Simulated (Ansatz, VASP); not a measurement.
## LiH3O2: VASP beside Ansatz

POSCAR

```
LiH3O2
1.0
    4.3257730113      0.0000000000      0.0000000000
   -2.1628865057      3.7462293187      0.0000000000
    0.0000000000      0.0000000000      2.7068330407
Li H O
1 3 2
Direct
    0.0000000000      0.0000000000      0.0000000000
    0.5000000000      0.0000000000      0.5000000000
    0.5000000000      0.5000000000      0.5000000000
    0.0000000000      0.5000000000      0.5000000000
    0.3333333333      0.6666666667      0.0000000000
    0.6666666667      0.3333333333      0.0000000000
```

INCAR.step1

```
SYSTEM = LiH3O2
PREC     = Accurate       ! precision mode
ENCUT    = 600            ! plane-wave cutoff, eV
ISMEAR   = 0              ! smearing method
SIGMA    = 0.1            ! smearing width, eV
LREAL    = .False.        ! projectors in reciprocal space
LASPH    = .True.         ! aspherical terms in the spheres
NELM     = 60             ! most SCF steps
GGA      = PE             ! functional
ALGO     = Normal         ! electronic algorithm
EDIFF    = 1E-4           ! SCF threshold, eV
LWAVE    = .True.         ! write WAVECAR
LCHARG   = .False.        ! write CHGCAR
```

Contents of INCAR.step2:

```
SYSTEM = LiH3O2
PREC     = Accurate       ! precision mode
ENCUT    = 600            ! plane-wave cutoff, eV
EDIFF    = 1E-6           ! SCF threshold, eV
ISMEAR   = 0              ! smearing method
SIGMA    = 0.1            ! smearing width, eV
LREAL    = .False.        ! projectors in reciprocal space
LASPH    = .True.         ! aspherical terms in the spheres
NELM     = 60             ! most SCF steps
ALGO     = Normal         ! electronic algorithm
ISIF     = 3              ! what is computed and relaxed
LWAVE    = .False.        ! write WAVECAR
LCHARG   = .False.        ! write CHGCAR
METAGGA  = R2SCAN         ! meta-GGA
LMIXTAU  = .True.       
IBRION   = 2              ! ionic algorithm
NSW      = 90             ! ionic steps
EDIFFG   = -0.04          ! ionic threshold
ISTART   = 1
```

File KPOINTS:

```
Automatic mesh
0
Gamma
  6 6 6
  0 0 0
```

Input for Ansatz:

```yaml
crystal:
  lattice:
    - [4.3257730113, 0.0, 0.0]
    - [-2.1628865057, 3.7462293187, 0.0]
    - [0.0, 0.0, 2.7068330407]
  atoms:
    - { symbol: Li, position: [0.0, 0.0, 0.0] }
    - { symbol: H, position: [0.5, 0.0, 0.5] }
    - { symbol: H, position: [0.5, 0.5, 0.5] }
    - { symbol: H, position: [0.0, 0.5, 0.5] }
    - { symbol: O, position: [0.3333333333, 0.6666666667, 0.0] }
    - { symbol: O, position: [0.6666666667, 0.3333333333, 0.0] }
basis:
  ecutwfc: 500
kpoints:
  mp_grid: { grid: [6, 6, 6] }
hamiltonian:
  xc: r2scan
scf:
  occupations: { method: gaussian, width: 0.1 }
  lower_state_search: "off"
output:
  forces: true
  stress: true
  eigenvalues: true
relax:
  adjacent_minimum: "off"
  f_tol: 0.04
  max_steps: 70
  cell: { stress_tol: 0.4 }
```

Alike in both runs: task relaxation of cell and atoms; functional r2SCAN; k mesh 6 × 6 × 6; occupations gaussian, width 0.1 eV; no spin polarisation.

|  | VASP | Ansatz |
| --- | --- | --- |
| version | VASP 6.6.1 | Ansatz 0.2.0 |
| potentials or method | VASP PAW PBE potentials, release 64 (Li_sv, H, O), cutoff 600 eV | scalar-relativistic, plane waves, PAW |
| valence electrons in the cell | 18 | 18 |

```csv
,VASP,Ansatz,Ansatz less VASP
"gap on the k mesh at the Fermi level, each at its own relaxed structure (eV)",none,none,-
relaxed volume (Å³/atom),5.64,5.66,+0.015
relaxed cell length with the largest relative difference (Å),2.342,2.346,+0.0043
```

VASP's potentials were made for PBE, not for r2SCAN. A gap of «none» marks a metal or a gap that the smearing closes.

The k mesh is coarse, so the values compare programs but aren't converged. Noted on VASP's run: the cutoff is short for stress, so the pressure is rough; the volume moved by over 15 % at a fixed basis, so the end points are rough.
